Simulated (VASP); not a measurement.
# MgO (Aea2) in VASP: a series of runs, part 2 of 2

VASP 6.6.1.

### Step 3. Relaxation of cell and atoms, PBE

Input file INCAR:

```
  PREC = Accurate
  ENCUT = 600
  EDIFF = 1E-6
  ISMEAR = 0
  SIGMA = 0.1
  LREAL = False
  LASPH = True
  NELM = 60
  ALGO = Normal
  ISIF = 3
  LWAVE = False
  LCHARG = False
  GGA = PE
  IBRION = 2
  NSW = 90
  EDIFFG = -0.04
```

Input file KPOINTS:

```
regular mesh
0
Gamma
  4 6 6
```

Input file POSCAR:

```
MgO
1.0
    7.0226972700      0.0000000000      0.0000000000
    0.0000000000      2.4198532800      2.4481599700
    0.0000000000     -2.4198532800      2.4481599700
Mg O
4 4
Direct
    0.1302330900      0.7547179300      0.3695495400
    0.8697669100      0.3695495400      0.7547179300
    0.6302330900      0.8695495400      0.2547179300
    0.3697669100      0.2547179300      0.8695495400
    0.6302330900      0.1304504600      0.7452820700
    0.3697669100      0.7452820700      0.1304504600
    0.1302330900      0.2452820700      0.6304504600
    0.8697669100      0.6304504600      0.2452820700
```

Potentials or basis: VASP PAW PBE potentials, release 64 (Mg, O).

Started as:

```console
$ cat potpaw_PBE.64/Mg/POTCAR potpaw_PBE.64/O/POTCAR > POTCAR
$ mpirun -np 1 vasp_std > vasp.out
```

OUTCAR:

```text
PREC = Accurate
   ENCUT = 600
   EDIFF = 1E-6
   ISMEAR = 0
   LREAL = False
   LASPH = True
   NELM = 60
   ISIF = 3
   GGA = PE
   IBRION = 2
   NSW = 90
   EDIFFG = -0.04

 ion  position               nearest neighbor table
   1  0.130  0.755  0.370-   6 1.87   7 1.92   8 1.93   7 1.96   2 2.61   4 2.95   4 2.95   4 2.97
                             4 2.97   2 3.11   2 3.11   2 3.49   3 3.56   3 3.56
   2  0.870  0.370  0.755-   5 1.87   8 1.92   7 1.93   8 1.96   1 2.61   3 2.95   3 2.95   3 2.97
                             3 2.97   1 3.11   1 3.11   1 3.49   4 3.56   4 3.56
   3  0.630  0.870  0.255-   8 1.87   5 1.92   6 1.93   5 1.96   4 2.61   2 2.95   2 2.95   2 2.97
                             2 2.97   4 3.11   4 3.11   4 3.49   1 3.56   1 3.56
   4  0.370  0.255  0.870-   7 1.87   6 1.92   5 1.93   6 1.96   3 2.61   1 2.95   1 2.95   1 2.97
                             1 2.97   3 3.11   3 3.11   3 3.49   2 3.56   2 3.56
   5  0.630  0.130  0.745-   2 1.87   3 1.92   4 1.93   3 1.96
   6  0.370  0.745  0.130-   1 1.87   4 1.92   3 1.93   4 1.96
   7  0.130  0.245  0.630-   4 1.87   1 1.92   2 1.93   1 1.96
   8  0.870  0.630  0.245-   3 1.87   2 1.92   1 1.93   2 1.96

  LATTYP: Found a base centered orthorhombic cell.
 ALAT       =     4.8397065600
 B/A-ratio  =     1.0116976885
 C/A-ratio  =     1.4510584852

  Lattice vectors:

 A1 = (   0.0000000000,   2.4198532800,  -2.4481599700)
 A2 = (   0.0000000000,   2.4198532800,   2.4481599700)
 A3 = (   7.0226972700,   0.0000000000,   0.0000000000)

Analysis of symmetry for initial positions (statically):
=====================================================================
 Subroutine PRICEL returns:
 Original cell was already a primitive cell.

 Routine SETGRP: Setting up the symmetry group for a
 base centered orthorhombic supercell.

 Subroutine GETGRP returns: Found  4 space group operations
 (whereof  2 operations were pure point group operations)
 out of a pool of  8 trial point group operations.

The static configuration has the point symmetry C_2 .
 The point group associated with its full space group is C_2v.

Analysis of symmetry for dynamics (positions and initial velocities):
=====================================================================
 Subroutine PRICEL returns:
[... 140 lines left out ...]
   IMIX   =      4    mixing-type and parameters
     AMIX     =   0.40;   BMIX     =  1.00
     AMIX_MAG =   1.60;   BMIX_MAG =  1.00
  volume/ion in A,a.u.               =      10.40        70.19
  Fermi-wavevector in a.u.,A,eV,Ry     =   1.190521  2.249759 19.284100  1.417341
  Thomas-Fermi vector in A             =   2.326604
   LORBIT       =      0    0 simple, 1 ext, 2 COOP (PROOUT), +10 PAW based schemes
   GGA     = PE    functional components
   LHFCALC =     F    Hartree Fock is set to
   AEXX    =    0.0000 exact exchange contribution
   IVDW    =     0    specifies the selected vdW correction
   LEPSILON=     F    determine dielectric tensor
   LRPA    =     F    only Hartree local field effects (RPA)
 conjugate gradient relaxation of ions
 non-spin polarized calculation
 Gauss-broadening in eV      SIGMA  =   0.10
  energy-cutoff  :      600.00
  volume of cell :       83.21
 maximum number of plane-waves:      2800
   NGX = 29   NGY = 13   NGZ = 13

--------------------------------------- Ionic step        1  -------------------------------------------

 number of electron      32.0000008 magnetization

 Free energy of the ion-electron system (eV)
  ---------------------------------------------------
  ext. energy  EPLUGINS =         0.00000000
  ---------------------------------------------------
  free energy    TOTEN  =       -45.03856909 eV

  energy without entropy =      -45.03856909  energy(sigma->0) =      -45.03856909

------------------------ aborting loop because EDIFF is reached ----------------------------------------

  FORCE on cell =-STRESS in cart. coord.  units (eV):
  Direction    XX          YY          ZZ          XY          YZ          ZX
  --------------------------------------------------------------------------------------
  -------------------------------------------------------------------------------------
  Total       15.6656874      9.4169359      7.2575346      0.0000000      0.0000000      0.0000000
  in kB      301.6457893    181.3248909    139.7452089      0.0000000      0.0000000      0.0000000
  external PRESSURE =     207.5719630 kB  Pullay stress =       0.0000000 kB
[... 1278 lines left out ...]
     20      10.3937      0.00000
     21      10.7772      0.00000

 [... further k-points ...]

[... ionic steps 4 to 37 ...]

--------------------------------------- Ionic step       38  -------------------------------------------

 number of electron      31.9999995 magnetization

------------------------ aborting loop because EDIFF is reached ----------------------------------------
[... 79 lines left out ...]
--------------------------------------- Ionic step       40  -------------------------------------------

 number of electron      31.9999998 magnetization

 Free energy of the ion-electron system (eV)
  ---------------------------------------------------
  ext. energy  EPLUGINS =         0.00000000
  ---------------------------------------------------
  free energy    TOTEN  =       -47.66345986 eV

  energy without entropy =      -47.66345986  energy(sigma->0) =      -47.66345986

 E-fermi :   3.4988     XC(G=0): -10.9756

 val. band max:        3.0245134036   @ k =   0.0000   0.0000   0.0000
 cond. band min:       7.5421850336   @ k =   0.0000   0.0000   0.0000
 fundamental gap:      4.5176716300
 Fermi energy:         3.4987901504
[... 611 lines left out ...]
  FREE ENERGIE OF THE ION-ELECTRON SYSTEM (eV)
  ---------------------------------------------------
  free  energy   TOTEN  =       -47.6634598649 eV

  energy  without entropy=      -47.6634598649  energy(sigma->0) =      -47.66345986

 reached required accuracy - stopping structural energy minimisation
```

OSZICAR:

```text
N       E                     dE             d eps       ncg     rms          rms(c)
DAV:   1     0.194104752367E+03    0.19410E+03   -0.17245E+04  1638   0.154E+03
DAV:   2    -0.403157841806E+02   -0.23442E+03   -0.22416E+03  2297   0.305E+02
[... 372 lines left out ...]
       N       E                     dE             d eps       ncg     rms          rms(c)
DAV:   1    -0.476631925941E+02   -0.65003E-03   -0.39786E-01  1638   0.506E+00    0.156E-01
DAV:   2    -0.476635469537E+02   -0.35436E-03   -0.89718E-03  1953   0.722E-01    0.495E-02
DAV:   3    -0.476634819866E+02    0.64967E-04   -0.90097E-05  1883   0.875E-02    0.259E-02
DAV:   4    -0.476634590364E+02    0.22950E-04   -0.74313E-05  1973   0.757E-02    0.634E-03
DAV:   5    -0.476634601367E+02   -0.11002E-05   -0.13895E-05  1853   0.274E-02    0.481E-03
DAV:   6    -0.476634598649E+02    0.27173E-06   -0.50534E-07  1109   0.694E-03
  40 F= -.47663460E+02 E0= -.47663460E+02  d E =-.917602E-03
```

It took 23 min on 1 thread of Intel Xeon Platinum 8259CL at 2.50GHz (Skylake/Cascade Lake), shared host; peak memory 0.26 GiB.

What came out:

| Property | Result |
| --- | --- |
| Free energy | -47.6635 eV |
| Relaxed volume | 9.55 Å³/atom |
| Relaxed cell | a = 8.470 Å, b = 3.003 Å, c = 3.003 Å, α = 89.96°, β = 90.00°, γ = 90.00° |
| Space group after relaxing (to 0.05 Å) | Fm-3m (No. 225) |
| Energy gained by relaxing | 328.1 meV/atom |
| Ionic steps | 40 |
| Pressure after relaxing | 0.1 GPa |
| Largest force after relaxing | 0.030 eV/Å |
| Band gap on the k mesh | 4.52 eV, direct |

Forces on the atoms (eV/Å):
```
Mg   0.019  0.023 -0.001
Mg  -0.019 -0.023 -0.001
Mg   0.019 -0.023 -0.001
Mg  -0.019  0.023 -0.001
O    0.004 -0.029  0.001
O   -0.004  0.029  0.001
O    0.004  0.029  0.001
O   -0.004 -0.029  0.001
```

The path:
```tsv
step	energy change (eV)	largest force (eV/Å)	pressure (GPa)	volume (Å³)
1	0.0000	0.6401	20.76	83.21
2	-0.6135	0.3637	-7.34	100.45
3	-0.7612	0.4233	-0.53	94.49
4	-0.8116	0.2876	-0.92	94.40
5	-0.8658	0.2111	-1.60	94.17
6	-0.9001	0.1605	-1.56	93.67
7	-1.0031	0.0705	-1.89	92.14
8	-1.2234	0.4596	-2.38	89.00
9	-1.7230	1.2517	-0.79	82.31
10	7.0434	10.5712	83.38	67.66
11	-1.3759	1.7776	2.58	81.92
12	-1.1178	1.8677	15.33	75.36
13	-1.3765	2.0185	5.14	79.99
14	-1.3560	2.0751	9.04	77.70
15	-1.3722	2.0807	8.05	78.15
16	-1.3815	2.0580	8.23	78.05
17	-1.4026	1.9860	8.64	77.73
18	-1.4087	1.8216	9.68	77.09
19	-1.4122	1.8834	9.22	77.31
20	-1.4321	1.8565	8.97	77.38
21	-1.4898	1.7784	8.13	77.58
22	-1.5958	1.6296	6.54	77.97
23	-1.7728	1.3589	3.71	78.77
24	-2.0058	0.9135	-1.22	80.35
25	-2.1096	0.4967	-8.23	83.54
26	-2.1197	0.5151	-6.88	82.85
27	-2.1721	0.5170	-6.08	82.13
28	-2.2928	0.5276	-3.30	80.01
29	-2.3227	0.6793	4.28	75.85
30	-2.3496	0.5786	0.59	77.66
31	-2.3897	0.5421	0.58	77.44
32	-2.4970	0.4369	0.63	76.76
33	-2.5927	0.3066	2.46	75.36
34	-2.5942	0.2950	1.94	75.60
35	-2.6208	0.0925	-0.65	76.76
36	-2.6208	0.0935	-0.73	76.79
37	-2.6238	0.0666	0.07	76.40
38	-2.6240	0.0592	0.23	76.30
39	-2.6240	0.0573	0.27	76.28
40	-2.6249	0.0296	0.06	76.37
```

Final structure:
```
Mg O
1.0
     8.46994    0.00000    0.00000
     0.00000    2.12261    2.12399
     0.00000   -2.12261    2.12399
Mg O
4 4
Cartesian
  1.0575 1.0541 2.1241
  7.4125 -1.0541 2.1241
  5.2924 1.0685 2.1241
  3.1775 -1.0685 2.1241
  5.2934 -1.0541 2.1239
  3.1765 1.0541 2.1239
  1.0585 -1.0685 2.1239
  7.4115 1.0685 2.1239
```

A k mesh can miss the band edges.
